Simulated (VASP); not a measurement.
Set up this calculation in VASP 6.6.1, as the native input.

```
Task                   : single point
Functional             : PBE
Potentials or basis    : VASP PAW PBE potentials, release 64 (Si, Mg)
Cutoff                 : 520 eV
k mesh                 : 2 × 2 × 2
Occupations            : gaussian, width 0.01 eV
Spin                   : no spin polarisation
Dipole correction      : no
Further INCAR settings : LREAL = Auto; ALGO = Normal; EDIFF = 1e-06; NBANDS = 47
```

The structure of MgSi16 (a cell with a defect) lies in POSCAR:

```
MgSi16
1.0
    0.0000000000      5.4700937624     -5.4700937624
    5.4700937624      5.4700937624      0.0000000000
    5.4700937624      0.0000000000     -5.4700937624
Si Mg
16 1
Direct
    0.1304004549      0.1277948228      0.1315091680
    0.1304479226      0.6069006631      0.1314635497
    0.6095119369      0.1278320273      0.1314895741
    0.6266857739      0.6240745808      0.1217995189
    0.1303878906      0.1277750131      0.6107459026
    0.1207389571      0.6240817705      0.6277630839
    0.6266419308      0.1182330308      0.6277638269
    0.6266462140      0.6240216347      0.6277274402
    0.2537101384      0.7440644517      0.2547732458
    0.2501439494      0.2475220143      0.2514164284
    0.7466815682      0.7440681885      0.2547590438
    0.7466683019      0.2511145204      0.2547819451
    0.2536742486      0.7441199808      0.7477637351
    0.2536658837      0.2511080714      0.7478073070
    0.7501568832      0.7476345338      0.7512089293
    0.7467387443      0.2510468615      0.7478312499
    0.0001285393     -0.0024776005      0.0014119060
```

One way to write it, as run:

INCAR

```
PREC = Accurate ; ENCUT = 520
EDIFF = 1E-6 ; ISMEAR = 0
SIGMA = 0.01 ; LREAL = Auto
LASPH = True ; NELM = 100
ALGO = Normal ; ISIF = 2
LWAVE = False ; LCHARG = False
GGA = PE ; NBANDS = 47
```

KPOINTS

```
Automatic mesh
0
Gamma
  2 2 2
```

Potentials or basis: VASP PAW PBE potentials, release 64 (Si, Mg).

Command:

```console
$ cat potpaw_PBE.64/Si/POTCAR potpaw_PBE.64/Mg/POTCAR > POTCAR
$ mpirun -np 1 vasp_std > vasp.out
```

It gave:

```
Pressure               : 3.3 GPa
Largest force          : 0.005 eV/Å
Band gap on the k mesh : zero (band 33 reaches 6.79 eV, above the bottom of band 34 at 6.39 eV)
```

Caveat: the k points lie up to 0.50 Å⁻¹ apart.

Run time: 8.1 min on 1 thread of AMD EPYC 7R13, on a shared host, peak memory 0.46 GiB.
